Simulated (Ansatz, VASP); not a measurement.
**One calculation of MoPt2, two programs**

The input INCAR:

```
PREC = Accurate ; ENCUT = 520
EDIFF = 1E-8 ; ISMEAR = -1
SIGMA = 0.05 ; LREAL = False
LASPH = True ; NELM = 60
ALGO = Normal ; ISIF = 2
LWAVE = False ; LCHARG = False
LEFG = True ; NBANDS = 24
```

Contents of KPOINTS:

```
regular mesh
0
Gamma
  13 13 13
```

The input POSCAR:

```
MoPt2
1.0
   -1.3740000000      1.9575000000      4.1190000000
    1.3740000000     -1.9575000000      4.1190000000
    1.3740000000      1.9575000000     -4.1190000000
Mo Pt
1 2
Direct
    0.0000000000      0.0000000000      0.0000000000
    0.6470000000      0.6470000000      0.0000000000
    0.3530000000      0.3530000000      0.0000000000
```

Input for Ansatz:

```yaml
crystal:
  lattice:
    - [-1.374, 1.9575, 4.119]
    - [1.374, -1.9575, 4.119]
    - [1.374, 1.9575, -4.119]
  atoms:
    - { symbol: Mo, position: [0.0, 0.0, 0.0] }
    - { symbol: Pt, position: [0.647, 0.647, 0.0] }
    - { symbol: Pt, position: [0.353, 0.353, 0.0] }
kpoints:
  mp_grid: { grid: [13, 13, 13] }
scf:
  occupations: { method: fermi_dirac, width: 0.05 }
hamiltonian:
  xc: lda
  pseudopotentials: { kind: all_electron, datasets: crystal }
output:
  forces: true
  stress: true
  eigenvalues: true
  efg: { contact_densities: true }
```

Change from the starting cell: shortest bond scaled by 1, crystal datasets.

Alike in both runs: task electric field gradients; functional LDA; k mesh 13 × 13 × 13; occupations fermi-dirac, width 0.05 eV; no spin polarisation.

|  | VASP | Ansatz |
| --- | --- | --- |
| version | VASP 6.6.1 | Ansatz 0.2.0 |
| potentials or method | VASP PAW LDA potentials, release 64 (Mo_sv, Pt), cutoff 520 eV | all-electron PAW with datasets made for the crystal, scalar-relativistic |

|  | VASP | Ansatz | Ansatz less VASP |
| --- | --- | --- | --- |
| pressure (GPa) | 6.8 | 5.9 | -0.96 |
| traceless stress, the component that is largest in VASP (GPa) | 15.18 | 15.38 | +0.199 |
| rms of the force components (eV/Å) | 2.252 | 2.245 | -0.0070 |
| size of Vzz on the site where it differs most (V/Å²) | 140.6 | 89.7 | -50.93 |

LDA's correlation is that of Perdew and Zunger in VASP and of Perdew and Wang (1992) in Ansatz. Atom by atom the forces differ by 0.007 eV/Å (rms over components). One of these differences is far larger than is usual between the two programs; its cause wasn't traced. Ansatz ran all-electron here, and VASP with PAW potentials.

Spin-orbit coupling is off throughout.
